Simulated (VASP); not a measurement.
# Ga (Cmce) in VASP: notebook, part 2 of 2

VASP 6.6.1. The steps go on from the part before.

## 3. Single point, LDA

INCAR reads:

```
SYSTEM = Ga
  PREC = Accurate
  ENCUT = 520
  EDIFF = 1E-6
  ISMEAR = 0
  SIGMA = 0.2
  LREAL = .FALSE.
  LASPH = .TRUE.
  NELM = 100
  ALGO = Normal
  ISIF = 2
  LWAVE = .FALSE.
  LCHARG = .FALSE.
  NBANDS = 34
```

KPOINTS reads:

```
Automatic mesh
0
G
  8 8 7
  0 0 0
```

POSCAR reads:

```
Ga
1.0
    2.2178908173     -3.7419137528      0.0000000000
    2.2178908173      3.7419137528      0.0000000000
    0.0000000000      0.0000000000      4.4249628129
Ga
4
Direct
    0.8443628362      0.1556371638      0.0859373133
    0.6556371638      0.3443628362      0.5859373133
    0.1556371638      0.8443628362      0.9140626867
    0.3443628362      0.6556371638      0.4140626867
```

Potentials or basis: VASP PAW LDA potentials, release 64 (Ga_d).

Launch:

```bash
$ cat potpaw_LDA.64/Ga_d/POTCAR > POTCAR
$ mpirun -np 1 vasp_std > vasp.out
```

OUTCAR:

```text
SYSTEM = Ga
   PREC = Accurate
   ENCUT = 520
   EDIFF = 1E-6
   ISMEAR = 0
   LREAL = .FALSE.
   LASPH = .TRUE.
   NELM = 100
   ISIF = 2

 ion  position               nearest neighbor table
   1  0.844  0.156  0.086-   3 2.45   2 2.62   2 2.62   4 2.65   4 2.65   3 2.74   3 2.74
   2  0.656  0.344  0.586-   4 2.45   1 2.62   1 2.62   3 2.65   3 2.65   4 2.74   4 2.74
   3  0.156  0.844  0.914-   1 2.45   4 2.62   4 2.62   2 2.65   2 2.65   1 2.74   1 2.74
   4  0.344  0.656  0.414-   2 2.45   3 2.62   3 2.62   1 2.65   1 2.65   2 2.74   2 2.74

  LATTYP: Found a base centered orthorhombic cell.
 ALAT       =     4.4357816346
 B/A-ratio  =     1.6871496665
 C/A-ratio  =     0.9975610112

  Lattice vectors:

 A1 = (   2.2178908173,  -3.7419137528,   0.0000000000)
 A2 = (   2.2178908173,   3.7419137528,   0.0000000000)
 A3 = (   0.0000000000,   0.0000000000,   4.4249628129)

Analysis of symmetry for initial positions (statically):
=====================================================================
 Subroutine PRICEL returns:
 Original cell was already a primitive cell.

 Routine SETGRP: Setting up the symmetry group for a
 base centered orthorhombic supercell.

 Subroutine GETGRP returns: Found  8 space group operations
 (whereof  4 operations were pure point group operations)
 out of a pool of  8 trial point group operations.

The static configuration has the point symmetry C_2h.
 The point group associated with its full space group is D_2h.

Analysis of symmetry for dynamics (positions and initial velocities):
=====================================================================
 Subroutine PRICEL returns:
 Original cell was already a primitive cell.

 Routine SETGRP: Setting up the symmetry group for a
 base centered orthorhombic supercell.

 Subroutine GETGRP returns: Found  8 space group operations
 (whereof  4 operations were pure point group operations)
 out of a pool of  8 trial point group operations.

The dynamic configuration has the point symmetry C_2h.
 The point group associated with its full space group is D_2h.

 Subroutine INISYM returns: Found  8 space group operations
 (whereof  4 operations are pure point group operations),
 and found     1 'primitive' translations

----------------------------------------------------------------------------------------

                                     Primitive cell

  volume of cell :      73.4469

  direct lattice vectors                    reciprocal lattice vectors
     2.217890817 -3.741913753  0.000000000     0.225439411 -0.133621466  0.000000000
     2.217890817  3.741913753  0.000000000     0.225439411  0.133621466  0.000000000
     0.000000000  0.000000000  4.424962813     0.000000000  0.000000000  0.225990600

  length of vectors
     4.349822779  4.349822779  4.424962813     0.262064160  0.262064160  0.225990600

  position of ions in fractional coordinates (direct lattice)
     0.844362836  0.155637164  0.085937313
     0.655637164  0.344362836  0.585937313
     0.155637164  0.844362836  0.914062687
     0.344362836  0.655637164  0.414062687

  ion indices of the primitive-cell ions
   primitive index   ion index
                 1           1
                 2           2
                 3           3
                 4           4

----------------------------------------------------------------------------------------

 KPOINTS: Automatic mesh

Automatic generation of k-mesh.
 Grid dimensions read from file:
 generate k-points for:    8    8    7

 Generating k-lattice:

  Cartesian coordinates                     Fractional coordinates (reciprocal lattice)
     0.028179926 -0.016702683  0.000000000     0.125000000  0.000000000  0.000000000
     0.028179926  0.016702683  0.000000000     0.000000000  0.125000000  0.000000000
     0.000000000  0.000000000  0.032284371     0.000000000  0.000000000  0.142857143

  Length of vectors
     0.032758020  0.032758020  0.032284371

  Shift w.r.t. Gamma in fractional coordinates (k-lattice)
     0.000000000  0.000000000  0.000000000

 Subroutine IBZKPT returns following result:
 ===========================================

 Found     84 irreducible k-points:

 Following reciprocal coordinates:
            Coordinates               Weight
  0.000000  0.000000  0.000000      1.000000
  0.125000  0.000000  0.000000      4.000000
  0.250000  0.000000  0.000000      4.000000
  0.375000  0.000000  0.000000      4.000000
  0.500000  0.000000  0.000000      2.000000
  0.125000  0.125000  0.000000      2.000000
[... 16 lines left out ...]
  0.125000  0.000000  0.142857      8.000000
  0.250000  0.000000  0.142857      8.000000
 [... further k-points ...]
   k-points           NKPTS =     84   k-points in BZ     NKDIM =     84   number of bands    NBANDS=     34
   number of dos      NEDOS =    301   number of ions     NIONS =      4
   total plane-waves  NPLWV =  36864
   dimension x,y,z NGX =    32 NGY =   32 NGZ =   36
   dimension x,y,z NGXF=    64 NGYF=   64 NGZF=   72
   ions per type =               4
   NGX,Y,Z   is equivalent  to a cutoff of  12.23, 12.23, 13.53 a.u.
   NGXF,Y,Z  is equivalent  to a cutoff of  24.46, 24.46, 27.05 a.u.
 SYSTEM =  Ga
   PREC   = accura    normal or accurate (medium, high low for compatibility)
   ISTART =      0    job   : 0-new  1-cont  2-samecut
   ICHARG =      2    charge: 1-file 2-atom 10-const
   ISPIN  =      1    spin polarized calculation?
   LNONCOLLINEAR =      F non collinear calculations
   LSORBIT =      F    spin-orbit coupling
   LASPH  =      T    aspherical Exc in radial PAW
   ENCUT  =  520.0 eV  38.22 Ry    6.18 a.u.   8.09  8.09  8.23*2*pi/ulx,y,z
   NELM   =    100;   NELMIN=  2; NELMDL= -5     # of ELM steps
   EDIFF  = 0.1E-05   stopping-criterion for ELM
   LREAL  =      F    real-space projection
   EDIFFG = 0.1E-04   stopping-criterion for IOM
   NSW    =      0    number of steps for IOM
   IBRION =     -1    ionic relax: 0-MD 1-quasi-New 2-CG
   NFREE  =      0    steps in history (QN), initial steepest desc. (CG)
   ISIF   =      2    stress and relaxation
   ISYM   =      2    0-nonsym 1-usesym 2-fastsym
   POTIM  = 0.5000    time-step for ionic-motion
   TEBEG  =    0.0;   TEEND  =   0.0 temperature during run
   PSTRESS=    0.0 pullay stress
   NELECT =      52.0000    total number of electrons
   NUPDOWN=      -1.0000    fix difference up-down
   EMIN   =  10.00;   EMAX   =-10.00  energy-range for DOS
   EFERMI =   0.00;   METHOD = LEGACY
   ISMEAR =     0;   SIGMA  =   0.20  broadening in eV -4-tet -1-fermi 0-gaus
   EFERMI_NEDOS =   21; number of points for ismear=-14 and -15
   IALGO  =     38    algorithm
   IMIX   =      4    mixing-type and parameters
     AMIX     =   0.40;   BMIX     =  1.00
     AMIX_MAG =   1.60;   BMIX_MAG =  1.00
  volume/ion in A,a.u.               =      18.36       123.91
  Fermi-wavevector in a.u.,A,eV,Ry     =   1.459099  2.757297 28.966394  2.128970
  Thomas-Fermi vector in A             =   2.575706
   LORBIT       =      0    0 simple, 1 ext, 2 COOP (PROOUT), +10 PAW based schemes
   GGA     = CA    functional components
   LHFCALC =     F    Hartree Fock is set to
   AEXX    =    0.0000 exact exchange contribution
   IVDW    =     0    specifies the selected vdW correction
   LEPSILON=     F    determine dielectric tensor
   LRPA    =     F    only Hartree local field effects (RPA)
 non-spin polarized calculation
 Gauss-broadening in eV      SIGMA  =   0.20
  energy-cutoff  :      520.00
  volume of cell :       73.45
 maximum number of plane-waves:      2002
   NGX = 17   NGY = 17   NGZ = 17

 number of electron      52.0000021 magnetization

 Free energy of the ion-electron system (eV)
  ---------------------------------------------------
  ext. energy  EPLUGINS =         0.00000000
  ---------------------------------------------------
  free energy    TOTEN  =       -14.43136548 eV

  energy without entropy =      -14.41302081  energy(sigma->0) =      -14.42219315

 E-fermi :   5.3718     XC(G=0): -11.3004

 val. band max:        5.3365924552   @ k =   0.0000   0.0000   0.4286
 cond. band min:       5.3862306394   @ k =   0.5000   0.3750   0.1429
 fundamental gap:      0.0496381843
 Fermi energy:         5.3717993843

 k-point     1 :       0.0000    0.0000    0.0000
  band No.  band energies     occupation
      1      -9.9844      2.00000
      2      -9.9775      2.00000
      3      -9.9440      2.00000
      4      -9.9251      2.00000
      5      -9.8954      2.00000
      6      -9.8708      2.00000
[... 877 lines left out ...]
     33      11.3593      0.00000
     34      13.8605      0.00000

 [... further k-points ...]
[... 5 lines left out ...]
  --------------------------------------------------------------------------------------
  -------------------------------------------------------------------------------------
  Total        0.0366014      0.0921968      0.0751503      0.0000000      0.0000000      0.0000000
  in kB        0.7984251      2.0111894      1.6393352      0.0000000      0.0000000      0.0000000
  external PRESSURE =       1.4829832 kB  Pullay stress =       0.0000000 kB

 VOLUME and BASIS-vectors are now :
 -----------------------------------------------------------------------------
  energy-cutoff  :      520.00
  volume of cell :       73.45
      direct lattice vectors                 reciprocal lattice vectors
     2.217890817 -3.741913753  0.000000000     0.225439411 -0.133621466  0.000000000
     2.217890817  3.741913753  0.000000000     0.225439411  0.133621466  0.000000000
     0.000000000  0.000000000  4.424962813     0.000000000  0.000000000  0.225990600

 POSITION                                       TOTAL-FORCE (eV/Angst)
 -----------------------------------------------------------------------------------
      2.21789     -2.57715      0.38027         0.000000     -0.006880     -0.001519
      2.21789     -1.16476      2.59275         0.000000      0.006880     -0.001519
      2.21789      2.57715      4.04469         0.000000      0.006880      0.001519
      2.21789      1.16476      1.83221         0.000000     -0.006880      0.001519
 -----------------------------------------------------------------------------------
    total drift:                                0.000000      0.000000      0.000000

  FREE ENERGIE OF THE ION-ELECTRON SYSTEM (eV)
  ---------------------------------------------------
  free  energy   TOTEN  =       -14.4313654812 eV

  energy  without entropy=      -14.4130208102  energy(sigma->0) =      -14.42219315
```

OSZICAR:

```text
N       E                     dE             d eps       ncg     rms          rms(c)
DAV:   1     0.358090203862E+03    0.35809E+03   -0.25396E+04  5970   0.294E+03
DAV:   2     0.298408617753E+02   -0.32825E+03   -0.31984E+03  5872   0.537E+02
DAV:   3    -0.132613877986E+02   -0.43102E+02   -0.42648E+02  6474   0.153E+02
DAV:   4    -0.146147505275E+02   -0.13534E+01   -0.13471E+01  6628   0.304E+01
DAV:   5    -0.146432393146E+02   -0.28489E-01   -0.28476E-01  7232   0.454E+00    0.275E+00
DAV:   6    -0.144796193731E+02    0.16362E+00   -0.26495E-01  7456   0.716E+00    0.144E+00
DAV:   7    -0.144343981164E+02    0.45221E-01   -0.74579E-02  8024   0.269E+00    0.314E-01
DAV:   8    -0.144313121118E+02    0.30860E-02   -0.17381E-02  6178   0.142E+00    0.487E-02
DAV:   9    -0.144313797641E+02   -0.67652E-04   -0.10585E-03  6676   0.353E-01    0.265E-02
DAV:  10    -0.144313643186E+02    0.15446E-04   -0.23645E-04  6666   0.188E-01    0.452E-03
DAV:  11    -0.144313664623E+02   -0.21437E-05   -0.28378E-05  6684   0.592E-02    0.471E-03
DAV:  12    -0.144313654812E+02    0.98108E-06   -0.94958E-06  6188   0.389E-02
   1 F= -.14431365E+02 E0= -.14422193E+02  d E =-.183447E-01
```

stdout:

```text
POSCAR found type information on POSCAR Ga
 POSCAR found :  1 types and       4 ions
 scaLAPACK will be used
 LDA part: xc-table for (Slater(with rela. corr.)+CA(PZ))
 , standard interpolation
 POSCAR, INCAR and KPOINTS ok, starting setup
 FFT: planning ... GRIDC
 FFT: planning ... GRID_SOFT
 FFT: planning ... GRID
 WAVECAR not read
 entering main loop
```

It took 67 s on 1 thread of Intel Xeon 6975P-C (Granite Rapids), shared host; peak memory 0.25 GiB.

Results:

| Property | Result |
| --- | --- |
| Free energy | -14.4314 eV |
| Pressure | 0.1 GPa |
| Largest force | 0.007 eV/Å |
| Band gap on the k mesh | zero (band 26 reaches 5.63 eV, above the bottom of band 27 at 4.58 eV) |

Forces on the atoms (eV/Å):
```
Ga   0.000 -0.007 -0.002
Ga   0.000  0.007 -0.002
Ga   0.000  0.007  0.002
Ga   0.000 -0.007  0.002
```

Stress tensor (GPa, compression positive):
```
0.08 0.00 0.00
0.00 0.20 0.00
0.00 0.00 0.16
```
